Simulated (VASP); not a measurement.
# BaTiO3 (Pm-3m) in VASP: further runs

Runs on BaTiO3. Level: PBEsol. Tasks: single point.

Everything below comes from runs of VASP 6.6.1. Logs are shortened: lines on timing, memory, paths and dates and some standing lists are left out, and cuts for length are marked.

## Step 1: The cell of the first run

The structure is cubic, space group Pm-3m (No. 221). Conventional cell: a = 3.905 Å, b = 3.905 Å, c = 3.905 Å, α = 90.00°, β = 90.00°, γ = 90.00°. Within 3.6 Å of Ba (site symmetry m-3m) lie 12 O at 2.76 Å and 8 Ti at 3.38 Å. Ti (site symmetry m-3m) has 6 O at 1.95 Å within 2.6 Å. Within 2.6 Å of O (site symmetry 4/mmm) lie 2 Ti at 1.95 Å.

## Step 2: Single point, PBEsol

File INCAR:

```
PREC = Accurate ; ENCUT = 520
EDIFF = 1E-7 ; ISMEAR = -1
SIGMA = 0.05 ; LREAL = F
LASPH = T ; NELM = 100
ALGO = Normal ; ISIF = 2
LWAVE = F ; LCHARG = F
GGA = PS ; NBANDS = 28
```

File KPOINTS:

```
Automatic mesh
0
Gamma
  7 7 7
```

File POSCAR:

```
BaTiO3
1.0
    3.9047342201      0.0000000000      0.0000000000
    0.0000000000      3.9047342201      0.0000000000
    0.0000000000      0.0000000000      3.9047342201
Ba Ti O
1 1 3
Direct
    0.5000000000      0.5000000000      0.5000000000
    0.0000000000      0.0000000000      0.0000000000
    0.0000000000      0.0000000000      0.5000000000
    0.0000000000      0.5000000000      0.0000000000
    0.5000000000      0.0000000000      0.0000000000
```

Potentials or basis: VASP PAW PBE potentials, release 64 (Ba_sv, Ti_sv, O).

Run with:

```console
cat potpaw_PBE.64/Ba_sv/POTCAR potpaw_PBE.64/Ti_sv/POTCAR potpaw_PBE.64/O/POTCAR > POTCAR
mpirun -np 1 vasp_std > vasp.out
```

OUTCAR:

```text
PREC = Accurate
   ENCUT = 520
   EDIFF = 1E-7
   ISMEAR = -1
   LREAL = F
   LASPH = T
   NELM = 100
   ISIF = 2
   GGA = PS

 ion  position               nearest neighbor table
   1  0.500  0.500  0.500-   3 2.76   4 2.76   5 2.76   4 2.76   5 2.76   3 2.76   5 2.76   5 2.76
                             3 2.76   4 2.76   4 2.76   3 2.76   2 3.38   2 3.38   2 3.38   2 3.38
   2  0.000  0.000  0.000-   3 1.95   4 1.95   5 1.95   3 1.95   4 1.95   5 1.95   1 3.38   1 3.38
                             1 3.38   1 3.38   1 3.38   1 3.38   1 3.38   1 3.38
   3  0.000  0.000  0.500-   2 1.95   2 1.95   1 2.76   1 2.76   1 2.76   1 2.76
   4  0.000  0.500  0.000-   2 1.95   2 1.95   1 2.76   1 2.76   1 2.76   1 2.76
   5  0.500  0.000  0.000-   2 1.95   2 1.95   1 2.76   1 2.76   1 2.76   1 2.76

  LATTYP: Found a simple cubic cell.
 ALAT       =     3.9047342201

  Lattice vectors:

 A1 = (   3.9047342201,   0.0000000000,   0.0000000000)
 A2 = (   0.0000000000,   3.9047342201,   0.0000000000)
 A3 = (   0.0000000000,   0.0000000000,   3.9047342201)

Analysis of symmetry for initial positions (statically):
=====================================================================
 Subroutine PRICEL returns:
 Original cell was already a primitive cell.

 Routine SETGRP: Setting up the symmetry group for a
 simple cubic supercell.

 Subroutine GETGRP returns: Found 48 space group operations
 (whereof 48 operations were pure point group operations)
 out of a pool of 48 trial point group operations.

The static configuration has the point symmetry O_h .

Analysis of symmetry for dynamics (positions and initial velocities):
=====================================================================
 Subroutine PRICEL returns:
 Original cell was already a primitive cell.

 Routine SETGRP: Setting up the symmetry group for a
 simple cubic supercell.

 Subroutine GETGRP returns: Found 48 space group operations
 (whereof 48 operations were pure point group operations)
 out of a pool of 48 trial point group operations.

The dynamic configuration has the point symmetry O_h .

 Subroutine INISYM returns: Found 48 space group operations
 (whereof 48 operations are pure point group operations),
 and found     1 'primitive' translations

----------------------------------------------------------------------------------------

                                     Primitive cell

  volume of cell :      59.5353

  direct lattice vectors                    reciprocal lattice vectors
     3.904734220  0.000000000  0.000000000     0.256099377  0.000000000  0.000000000
     0.000000000  3.904734220  0.000000000     0.000000000  0.256099377  0.000000000
     0.000000000  0.000000000  3.904734220     0.000000000  0.000000000  0.256099377

  length of vectors
     3.904734220  3.904734220  3.904734220     0.256099377  0.256099377  0.256099377

  position of ions in fractional coordinates (direct lattice)
     0.500000000  0.500000000  0.500000000
     0.000000000  0.000000000  0.000000000
     0.000000000  0.000000000  0.500000000
     0.000000000  0.500000000  0.000000000
     0.500000000  0.000000000  0.000000000

  ion indices of the primitive-cell ions
   primitive index   ion index
                 1           1
                 2           2
                 3           3
                 4           4
                 5           5

----------------------------------------------------------------------------------------

 KPOINTS: Automatic mesh

Automatic generation of k-mesh.
 Grid dimensions read from file:
 generate k-points for:    7    7    7

 Generating k-lattice:

  Cartesian coordinates                     Fractional coordinates (reciprocal lattice)
     0.036585625  0.000000000  0.000000000     0.142857143  0.000000000  0.000000000
     0.000000000  0.036585625  0.000000000     0.000000000  0.142857143  0.000000000
     0.000000000  0.000000000  0.036585625     0.000000000  0.000000000  0.142857143

  Length of vectors
     0.036585625  0.036585625  0.036585625

  Shift w.r.t. Gamma in fractional coordinates (k-lattice)
     0.000000000  0.000000000  0.000000000

 Subroutine IBZKPT returns following result:
 ===========================================

 Found     20 irreducible k-points:

 Following reciprocal coordinates:
            Coordinates               Weight
  0.000000  0.000000  0.000000      1.000000
  0.142857  0.000000  0.000000      6.000000
  0.285714  0.000000  0.000000      6.000000
  0.428571  0.000000  0.000000      6.000000
  0.142857  0.142857  0.000000     12.000000
  0.285714  0.142857  0.000000     24.000000
[... 12 lines left out ...]
  0.428571  0.428571  0.285714     24.000000
  0.428571  0.428571  0.428571      8.000000
   k-points           NKPTS =     20   k-points in BZ     NKDIM =     20   number of bands    NBANDS=     28
   number of dos      NEDOS =    301   number of ions     NIONS =      5
   total plane-waves  NPLWV =  27000
   dimension x,y,z NGX =    30 NGY =   30 NGZ =   30
   dimension x,y,z NGXF=    60 NGYF=   60 NGZF=   60
   ions per type =               1   1   3
   NGX,Y,Z   is equivalent  to a cutoff of  12.77, 12.77, 12.77 a.u.
   NGXF,Y,Z  is equivalent  to a cutoff of  25.55, 25.55, 25.55 a.u.
 SYSTEM =  unknown system
   PREC   = accura    normal or accurate (medium, high low for compatibility)
   ISTART =      0    job   : 0-new  1-cont  2-samecut
   ICHARG =      2    charge: 1-file 2-atom 10-const
   ISPIN  =      1    spin polarized calculation?
   LNONCOLLINEAR =      F non collinear calculations
   LSORBIT =      F    spin-orbit coupling
   LASPH  =      T    aspherical Exc in radial PAW
   ENCUT  =  520.0 eV  38.22 Ry    6.18 a.u.   7.26  7.26  7.26*2*pi/ulx,y,z
   NELM   =    100;   NELMIN=  2; NELMDL= -5     # of ELM steps
   EDIFF  = 0.1E-06   stopping-criterion for ELM
   LREAL  =      F    real-space projection
   EDIFFG = 0.1E-05   stopping-criterion for IOM
   NSW    =      0    number of steps for IOM
   IBRION =     -1    ionic relax: 0-MD 1-quasi-New 2-CG
   NFREE  =      0    steps in history (QN), initial steepest desc. (CG)
   ISIF   =      2    stress and relaxation
   ISYM   =      2    0-nonsym 1-usesym 2-fastsym
   POTIM  = 0.5000    time-step for ionic-motion
   TEBEG  =    0.0;   TEEND  =   0.0 temperature during run
   PSTRESS=    0.0 pullay stress
   NELECT =      40.0000    total number of electrons
   NUPDOWN=      -1.0000    fix difference up-down
   EMIN   =  10.00;   EMAX   =-10.00  energy-range for DOS
   EFERMI =   0.00;   METHOD = LEGACY
   ISMEAR =    -1;   SIGMA  =   0.05  broadening in eV -4-tet -1-fermi 0-gaus
   EFERMI_NEDOS =   21; number of points for ismear=-14 and -15
   IALGO  =     38    algorithm
   IMIX   =      4    mixing-type and parameters
     AMIX     =   0.40;   BMIX     =  1.00
     AMIX_MAG =   1.60;   BMIX_MAG =  1.00
  volume/ion in A,a.u.               =      11.91        80.35
  Fermi-wavevector in a.u.,A,eV,Ry     =   1.433849  2.709581 27.972521  2.055922
  Thomas-Fermi vector in A             =   2.553322
   LORBIT       =      0    0 simple, 1 ext, 2 COOP (PROOUT), +10 PAW based schemes
   GGA     = PS    functional components
   LHFCALC =     F    Hartree Fock is set to
   AEXX    =    0.0000 exact exchange contribution
   IVDW    =     0    specifies the selected vdW correction
   LEPSILON=     F    determine dielectric tensor
   LRPA    =     F    only Hartree local field effects (RPA)
 non-spin polarized calculation
  energy-cutoff  :      520.00
  volume of cell :       59.54
 maximum number of plane-waves:      1614
 NGX is ok and might be reduce to    30
   NGX = 15   NGY = 15   NGZ = 15

 number of electron      40.0000006 magnetization

 Free energy of the ion-electron system (eV)
  ---------------------------------------------------
  ext. energy  EPLUGINS =         0.00000000
  ---------------------------------------------------
  free energy    TOTEN  =       -41.84161162 eV

  energy without entropy =      -41.84161162  energy(sigma->0) =      -41.84161162

 E-fermi :   5.2021     XC(G=0): -11.9131

 val. band max:        4.2218419463   @ k =   0.0000   0.0000   0.0000
 cond. band min:       6.1202800508   @ k =   0.0000   0.0000   0.0000
 fundamental gap:      1.8984381045
 Fermi energy:         5.2020942901

 k-point     1 :       0.0000    0.0000    0.0000
  band No.  band energies     occupation
      1     -51.7647      2.00000
      2     -28.1365      2.00000
      3     -28.1365      2.00000
      4     -28.1365      2.00000
      5     -20.3333      2.00000
      6     -12.6871      2.00000
[... 20 lines left out ...]
     27       9.2868      0.00000
     28      12.3233      0.00000

 k-point     2 :       0.1429    0.0000    0.0000
  band No.  band energies     occupation
      1     -51.7644      2.00000
      2     -28.1514      2.00000
      3     -28.1359      2.00000
      4     -28.1359      2.00000
      5     -20.2997      2.00000
      6     -12.7229      2.00000
[... 20 lines left out ...]
     27       9.7395      0.00000
     28      12.8354      0.00000

 k-point     3 :       0.2857    0.0000    0.0000
  band No.  band energies     occupation
      1     -51.7637      2.00000
      2     -28.1847      2.00000
      3     -28.1345      2.00000
      4     -28.1345      2.00000
      5     -20.2221      2.00000
      6     -12.8934      2.00000
[... 20 lines left out ...]
     27      10.8689      0.00000
     28      12.9101      0.00000

 k-point     4 :       0.4286    0.0000    0.0000
  band No.  band energies     occupation
      1     -51.7631      2.00000
      2     -28.2111      2.00000
      3     -28.1334      2.00000
      4     -28.1334      2.00000
      5     -20.1578      2.00000
      6     -13.0662      2.00000
[... 454 lines left out ...]
     27      12.6197      0.00000
     28      12.8417      0.00000

 k-point    19 :       0.4286    0.4286    0.2857
  band No.  band energies     occupation
      1     -51.7606      2.00000
      2     -28.2032      2.00000
      3     -28.2029      2.00000
      4     -28.1765      2.00000
      5     -19.9919      2.00000
      6     -12.0611      2.00000
[... 20 lines left out ...]
     27      12.4462      0.00000
     28      12.7386      0.00000

 k-point    20 :       0.4286    0.4286    0.4286
  band No.  band energies     occupation
      1     -51.7601      2.00000
      2     -28.2018      2.00000
      3     -28.2016      2.00000
      4     -28.2016      2.00000
      5     -19.9586      2.00000
      6     -11.8074      2.00000
[... 20 lines left out ...]
     27      12.6856      0.00000
     28      12.6856      0.00000

------------------------ aborting loop because EDIFF is reached ----------------------------------------

  FORCE on cell =-STRESS in cart. coord.  units (eV):
  Direction    XX          YY          ZZ          XY          YZ          ZX
  --------------------------------------------------------------------------------------
  -------------------------------------------------------------------------------------
  Total        4.6057604      4.6057604      4.6057604     -0.0000000     -0.0000000      0.0000000
  in kB      123.9474201    123.9474201    123.9474201     -0.0000000     -0.0000000      0.0000000
  external PRESSURE =     123.9474201 kB  Pullay stress =       0.0000000 kB

 VOLUME and BASIS-vectors are now :
 -----------------------------------------------------------------------------
  energy-cutoff  :      520.00
  volume of cell :       59.54
      direct lattice vectors                 reciprocal lattice vectors
     3.904734220  0.000000000  0.000000000     0.256099377  0.000000000  0.000000000
     0.000000000  3.904734220  0.000000000     0.000000000  0.256099377  0.000000000
     0.000000000  0.000000000  3.904734220     0.000000000  0.000000000  0.256099377

 POSITION                                       TOTAL-FORCE (eV/Angst)
 -----------------------------------------------------------------------------------
      1.95237      1.95237      1.95237         0.000000      0.000000      0.000000
      0.00000      0.00000      0.00000         0.000000      0.000000      0.000000
      0.00000      0.00000      1.95237         0.000000      0.000000      0.000000
      0.00000      1.95237      0.00000         0.000000      0.000000      0.000000
      1.95237      0.00000      0.00000         0.000000      0.000000      0.000000
 -----------------------------------------------------------------------------------
    total drift:                                0.000000     -0.000000      0.000000

  FREE ENERGIE OF THE ION-ELECTRON SYSTEM (eV)
  ---------------------------------------------------
  free  energy   TOTEN  =       -41.8416116165 eV

  energy  without entropy=      -41.8416116156  energy(sigma->0) =      -41.84161162
```

It took 25 s on 1 thread of AMD EPYC 9R45 (Zen 5), shared host; peak memory 0.15 GiB.

What came out:

```
Free energy            : -41.8416 eV
Pressure               : 12.4 GPa
Band gap on the k mesh : 1.90 eV, direct
```

Caveat: the PAW data sets were made with another functional, which shifts forces and pressure a little; spin-orbit coupling is left out, which moves the levels of the heavy elements. A k mesh can miss the band edges.

## Step 3: Single point, PBEsol

This run uses another cell than the first one, of 12.38 Å³/atom, 1.040 times its volume.

File INCAR:

```
PREC = Accurate ; ENCUT = 520
EDIFF = 1E-6 ; ISMEAR = -1
SIGMA = 0.05 ; LREAL = False
LASPH = True ; NELM = 100
ALGO = Normal ; ISIF = 2
LWAVE = False ; LCHARG = True
GGA = PS ; LELF = True
LVHAR = True ; NBANDS = 28
```

File KPOINTS:

```
regular mesh
0
Gamma
  7 7 7
```

POSCAR, as its differences from that of step 2:

```diff
@@ -2,5 +2,5 @@
 1.0
-    3.9047342201      0.0000000000      0.0000000000
-    0.0000000000      3.9047342201      0.0000000000
-    0.0000000000      0.0000000000      3.9047342201
+    3.9555620803      0.0000000000      0.0000000000
+    0.0000000000      3.9555620803      0.0000000000
+    0.0000000000      0.0000000000      3.9555620803
 Ba Ti O
```

Potentials or basis: VASP PAW PBE potentials, release 64 (Ba_sv, Ti_sv, O).

Run with:

```console
cat potpaw_PBE.64/Ba_sv/POTCAR potpaw_PBE.64/Ti_sv/POTCAR potpaw_PBE.64/O/POTCAR > POTCAR
mpirun -np 1 vasp_std > vasp.out
```

Run time: 23 s. Hardware: 1 thread of AMD EPYC 9R45 (Zen 5), shared host; peak memory 0.15 GiB.

Results (log left out):

```
Free energy            : -41.9633 eV
Pressure               : 4.0 GPa
Band gap on the k mesh : 1.83 eV, indirect (least direct gap 1.87 eV)
```

Levels at points of the mesh, in eV from the valence-band top:
| k point | band 16 | band 17 | band 18 | band 19 | band 20 | band 21 | band 22 | band 23 | band 24 | band 25 |
| --- | --- | --- | --- | --- | --- | --- | --- | --- | --- | --- |
| (0.00, 0.00, 0.00) | -1.10 | -1.10 | -0.04 | -0.04 | -0.04 | 1.83 | 1.83 | 1.83 | 4.25 | 4.25 |

Caveat: the PAW data sets were made with another functional, which shifts forces and pressure a little; spin-orbit coupling is left out, which moves the levels of the heavy elements.

## Step 4: Single point, PBEsol

This run uses another cell than the first one, of 12.19 Å³/atom, 1.024 times its volume.

File INCAR:

```
SYSTEM = BaTiO3
PREC = Accurate
ENCUT = 520
EDIFF = 1E-7
ISMEAR = -1
SIGMA = 0.05
LREAL = .False.
LASPH = .True.
NELM = 80
ALGO = Normal
ISIF = 2
LWAVE = .False.
LCHARG = .True.
GGA = PS
LELF = .True.
LVHAR = .True.
NBANDS = 28
```

File KPOINTS:

```
regular mesh
0
Gamma
  7 7 7
  0 0 0
```

POSCAR, as its differences from that of step 3:

```diff
@@ -2,5 +2,5 @@
 1.0
-    3.9555620803      0.0000000000      0.0000000000
-    0.0000000000      3.9555620803      0.0000000000
-    0.0000000000      0.0000000000      3.9555620803
+    3.9354053476      0.0000000000      0.0000000000
+    0.0000000000      3.9354053476      0.0000000000
+    0.0000000000      0.0000000000      3.9354053476
 Ba Ti O
```

Run with:

```console
cat potpaw_PBE.64/Ba_sv/POTCAR potpaw_PBE.64/Ti_sv/POTCAR potpaw_PBE.64/O/POTCAR > POTCAR
mpirun -np 1 vasp_std > vasp.out
```

It took 25 s on 1 thread of AMD EPYC 9R45 (Zen 5), shared host; peak memory 0.15 GiB.

Results (log left out):

```
Free energy            : -41.9292 eV
Pressure               : 7.2 GPa
Band gap on the k mesh : 1.86 eV, indirect (least direct gap 1.88 eV)
```

Levels at points of the mesh, in eV from the valence-band top:
| k point | band 16 | band 17 | band 18 | band 19 | band 20 | band 21 | band 22 | band 23 | band 24 | band 25 |
| --- | --- | --- | --- | --- | --- | --- | --- | --- | --- | --- |
| (0.00, 0.00, 0.00) | -1.13 | -1.13 | -0.02 | -0.02 | -0.02 | 1.86 | 1.86 | 1.86 | 4.35 | 4.35 |

Caveat: the PAW data sets were made with another functional, which shifts forces and pressure a little; spin-orbit coupling is left out, which moves the levels of the heavy elements. A k mesh can miss the band edges.

## Step 5: Single point, PBEsol

This run uses another cell than the first one, of 12.51 Å³/atom, 1.051 times its volume.

File INCAR:

```
SYSTEM = BaTiO3
  ALGO = Normal
  EDIFF = 1E-6
  ENCUT = 520
  GGA = PS
  ISIF = 2
  ISMEAR = -1
  LASPH = .TRUE.
  LCHARG = .FALSE.
  LREAL = .FALSE.
  LWAVE = .FALSE.
  NBANDS = 28
  NELM = 100
  PREC = Accurate
  SIGMA = 0.05
```

File KPOINTS:

```
k-points
0
G
  7 7 7
  0 0 0
```

POSCAR, as its differences from that of step 4:

```diff
@@ -2,5 +2,5 @@
 1.0
-    3.9354053476      0.0000000000      0.0000000000
-    0.0000000000      3.9354053476      0.0000000000
-    0.0000000000      0.0000000000      3.9354053476
+    3.9698719600      0.0000000000      0.0000000000
+    0.0000000000      3.9698719600      0.0000000000
+    0.0000000000      0.0000000000      3.9698719600
 Ba Ti O
```

Run with:

```console
cat potpaw_PBE.64/Ba_sv/POTCAR potpaw_PBE.64/Ti_sv/POTCAR potpaw_PBE.64/O/POTCAR > POTCAR
mpirun -np 1 vasp_std > vasp.out
```

Run time: 23 s. Hardware: 1 thread of AMD EPYC 9R45 (Zen 5), shared host; peak memory 0.15 GiB.

The run converged. Its results:

```
Free energy            : -41.9768 eV
Pressure               : 2.0 GPa
Band gap on the k mesh : 1.81 eV, indirect (least direct gap 1.86 eV)
```

Levels at points of the mesh, in eV from the valence-band top:
```csv
k point,band 16,band 17,band 18,band 19,band 20,band 21,band 22,band 23,band 24,band 25
"(0.00, 0.00, 0.00)",-1.09,-1.09,-0.06,-0.06,-0.06,1.81,1.81,1.81,4.17,4.17
```

Caveat: the PAW data sets were made with another functional, which shifts forces and pressure a little; spin-orbit coupling is left out, which moves the levels of the heavy elements. As with any semilocal functional, this PBEsol gap is likely too small.

## Step 6: Summary

| cell | gap on the mesh (eV) | pressure (GPa) |
| --- | --- | --- |
| a = 3.905 Å, 5 atoms | 1.90 | 12.4 |
| a = 3.956 Å, 5 atoms | 1.83 | 4.0 |
| a = 3.935 Å, 5 atoms | 1.86 | 7.2 |
| a = 3.970 Å, 5 atoms | 1.81 | 2.0 |

Alike in all rows: task single point; level PBEsol; potentials or basis VASP PAW PBE potentials, release 64 (Ba_sv, Ti_sv, O); no spin polarisation; k mesh 7 × 7 × 7; cutoff (eV) 520; smearing fermi-dirac 0.05 eV.

Caveats: the PAW data sets were made with another functional, which shifts forces and pressure a little; spin-orbit coupling is left out, which moves the levels of the heavy elements.

Total energies depend on the potentials used, so only differences within one code and one set of settings carry meaning.
